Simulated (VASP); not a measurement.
Al13V3: relaxation of cell and atoms with PBE

Al13V3:

```
CELL_PARAMETERS angstrom
-3.99478 3.99478 -3.99478
3.99478 3.99478 3.99478
3.99478 -3.99478 -3.99478
ATOMIC_POSITIONS crystal
Al 0.00454 0.25044 0.75069
Al 0.50376 0.99999 0.49715
Al 0.74647 0.49974 0.74638
Al 0.25211 0.25243 0.50324
Al 0.00058 0.49592 0.50219
Al 0.74659 0.99932 0.24976
Al 0.50160 0.24971 0.25048
Al 0.99990 0.99635 0.99915
Al 0.25564 0.50265 0.25107
Al 0.99688 0.75287 0.24976
Al 0.75472 0.25703 0.00299
Al 0.49344 0.50037 0.99925
Al 0.25017 0.75045 0.00558
V 0.25201 0.99773 0.75403
V 0.49946 0.75241 0.74748
V 0.75562 0.75652 0.50626
```

- Program: VASP 6.6.1
- Task: relaxation of cell and atoms
- Functional: PBE
- Potentials or basis: VASP PAW PBE potentials, release 64 (Al, V_sv)
- Cutoff: 600 eV
- k mesh: 2 × 2 × 2, shifted
- Occupations: gaussian, width 0.1 eV
- Spin: no spin polarisation
- Dipole correction: no
- Further INCAR settings: LREAL = Auto; ALGO = Normal; EDIFF = 1e-06; ISYM = 0; IBRION = 2; EDIFFG = -0.04; NSW = 70; ISIF = 3

```json
{
  "Relaxed volume": "15.59 Å³/atom",
  "Relaxed cell": "a = 6.873 Å, b = 6.866 Å, c = 6.867 Å, α = 109.47°, β = 109.48°, γ = 109.45°",
  "Space group after relaxing (to 0.1 Å)": "R32 (No. 155)",
  "Energy gained by relaxing": "32.0 meV/atom",
  "Ionic steps": "13",
  "Pressure after relaxing": "0.0 GPa",
  "Largest force after relaxing": "0.024 eV/Å"
}
```

Forces on the atoms (eV/Å):
```
Al   0.017 -0.002 -0.013
Al   0.001  0.000  0.005
Al   0.016  0.007 -0.016
Al   0.006  0.007 -0.003
Al  -0.003 -0.005  0.002
Al  -0.007  0.000 -0.007
Al   0.002 -0.001  0.002
Al   0.005  0.001 -0.002
Al   0.004  0.009  0.009
Al  -0.010 -0.018 -0.001
Al  -0.004 -0.005  0.010
Al   0.002 -0.003  0.001
Al  -0.017  0.005  0.010
V    0.005  0.004  0.004
V   -0.007 -0.005 -0.004
V   -0.009  0.007  0.003
```

Step by step:
```tsv
step	energy change (eV)	largest force (eV/Å)	pressure (GPa)	volume (Å³)
1	0.0000	0.9075	-2.88	255.00
2	-0.3226	0.5820	1.45	244.57
3	-0.3333	0.5081	2.49	242.41
4	-0.4730	0.2225	0.78	246.88
5	-0.4867	0.2161	0.17	248.80
6	-0.5009	0.1160	-0.18	249.61
7	-0.5033	0.1169	-0.39	250.09
8	-0.5085	0.0828	0.22	248.73
9	-0.5086	0.0804	0.29	248.60
10	-0.5118	0.0411	0.10	249.15
11	-0.5121	0.0483	0.01	249.38
12	-0.5121	0.0429	0.02	249.34
13	-0.5125	0.0238	-0.05	249.48
```

Final structure:
```cif
data_structure
_symmetry_space_group_name_H-M 'P 1'
_symmetry_Int_Tables_number 1
_cell_length_a 6.8727
_cell_length_b 6.8661
_cell_length_c 6.8666
_cell_angle_alpha 109.471
_cell_angle_beta 109.478
_cell_angle_gamma 109.448
_cell_volume 249.48
loop_
_atom_site_label
_atom_site_type_symbol
_atom_site_fract_x
_atom_site_fract_y
_atom_site_fract_z
_atom_site_occupancy
Al1 Al 0.00589 0.23494 0.74480 1
Al2 Al 0.50098 0.99882 0.50322 1
Al3 Al 0.73935 0.51016 0.74459 1
Al4 Al 0.25855 0.25856 0.51672 1
Al5 Al 0.00320 0.50531 0.50335 1
Al6 Al 0.74244 0.98498 0.24280 1
Al7 Al 0.50092 0.25872 0.24266 1
Al8 Al 0.99862 0.99851 0.99667 1
Al9 Al 0.27160 0.51089 0.26666 1
Al10 Al 0.99610 0.75705 0.26683 1
Al11 Al 0.73105 0.23619 0.99101 1
Al12 Al 0.50097 0.50099 0.00092 1
Al13 Al 0.26110 0.75599 0.99159 1
V1 V 0.24579 0.98999 0.74587 1
V2 V 0.50083 0.75663 0.74586 1
V3 V 0.75611 0.75623 0.51194 1
```

Levels at points of the mesh, in eV from the Fermi level:
| k point | band 37 | band 38 | band 39 | band 40 | band 41 | band 42 |
| --- | --- | --- | --- | --- | --- | --- |
| (0.25, 0.25, 0.25) | -0.35 | -0.22 | -0.22 | 0.41 | 0.45 | 0.49 |

Wall time 34 min on 1 thread of AMD EPYC 7571, on a shared host, peak memory 0.44 GiB.

Caveat: the k points lie up to 0.56 Å⁻¹ apart in the final cell.
